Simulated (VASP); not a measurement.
In3GaSb2N2: single point with PBE

In3GaSb2N2:

```
In Ga Sb N
1.0
     5.84534    0.00000    0.01577
     0.00000    3.23909    0.00000
    -0.18963    0.00000    9.57567
In Ga Sb N
3 1 2 2
Direct
  0.50772 0.50000 0.86439
  0.94902 0.50000 0.64189
  0.42735 0.00000 0.19944
  0.01161 0.00000 0.96448
  0.44209 0.50000 0.56078
  0.92546 0.00000 0.25382
  0.34922 0.00000 0.97256
  0.88754 0.50000 0.87584
```

- Program: VASP 6.6.1
- Task: single point
- Functional: PBE
- Potentials or basis: VASP PAW PBE potentials, release 64 (In_d, Ga_d, Sb, N)
- Cutoff: 520 eV
- k mesh: 6 × 10 × 4
- Occupations: gaussian, width 0.1 eV
- Spin: no spin polarisation
- Dipole correction: no
- Further INCAR settings: ALGO = Normal; EDIFF = 1e-07; NBANDS = 46

```
Pressure               : 0.0 GPa
Largest force          : 0.019 eV/Å
Band gap on the k mesh : zero (band 36 reaches 7.57 eV, above the bottom of band 37 at 5.21 eV)
```

Forces on the atoms (eV/Å):
```
In  -0.001  0.000 -0.012
In   0.004  0.000 -0.017
In   0.003  0.000  0.019
Ga   0.003  0.000  0.002
Sb   0.001  0.000 -0.007
Sb   0.000  0.000  0.007
N   -0.011  0.000  0.003
N    0.002  0.000  0.005
```

Levels at points of the mesh, in eV from the Fermi level:
```tsv
k point	band 33	band 34	band 35	band 36	band 37	band 38	band 39	band 40
(0.00, 0.00, 0.00)	-1.98	-1.35	-0.90	-0.78	1.75	3.60	3.68	3.81
(0.50, 0.00, 0.00)	-1.93	-1.05	1.26	1.48	1.90	2.03	3.20	3.38
(0.00, 0.50, 0.00)	-1.28	-1.18	-1.08	-0.91	-0.17	-0.13	0.68	0.85
(0.50, 0.50, 0.00)	-1.66	-1.59	-1.45	-1.42	0.21	0.25	2.26	2.65
(0.00, 0.00, 0.50)	-1.74	-0.79	-0.78	-0.56	1.30	2.37	3.26	3.88
(0.50, 0.00, 0.50)	-1.05	-0.94	1.05	1.44	1.64	1.85	2.71	2.81
(0.00, 0.50, 0.50)	-1.27	-1.18	-0.92	-0.75	-0.38	-0.18	0.40	0.43
(0.50, 0.50, 0.50)	-1.97	-1.93	-1.14	-0.90	-0.64	-0.51	2.91	3.13
```

Run time: 25 min on 1 thread of Oxide Virtual Turin-like Processor, on a shared host, peak memory 0.69 GiB.

Caveat: spin-orbit coupling is left out, which moves the levels of the heavy elements.
